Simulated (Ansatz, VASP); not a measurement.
PbO: VASP beside Ansatz

```
CELL_PARAMETERS angstrom
4.33300 0.00000 0.00000
0.00000 4.33300 0.00000
0.00000 0.00000 30.74933
ATOMIC_POSITIONS crystal
Pb 0.50000 0.00000 0.46075
Pb 0.00000 0.50000 0.53925
O 0.00000 0.00000 0.50000
O 0.50000 0.50000 0.50000
```

Alike in both runs: task single point; functional PBE; dispersion D3(BJ); k mesh 6 × 6 × 1; occupations gaussian, width 0.02 eV; no spin polarisation.

```csv
,VASP,Ansatz
version,VASP 6.6.1,Ansatz 0.2.0
potentials or method,"VASP PAW PBE potentials, release 64 (Pb_d, O), cutoff 520 eV","scalar-relativistic, plane waves, PAW"
valence electrons in the cell,40,40
```

```csv
,VASP,Ansatz,Ansatz less VASP
gap on the k mesh at the Fermi level (eV),2.09,2.10,+0.013
least direct gap on the mesh (eV),2.09,2.10,+0.013
rms of the force components (eV/Å),0.467,0.475,+0.0081
```

Ansatz's warnings: xc potential rough in thin density.

Neither program's run includes spin-orbit coupling.
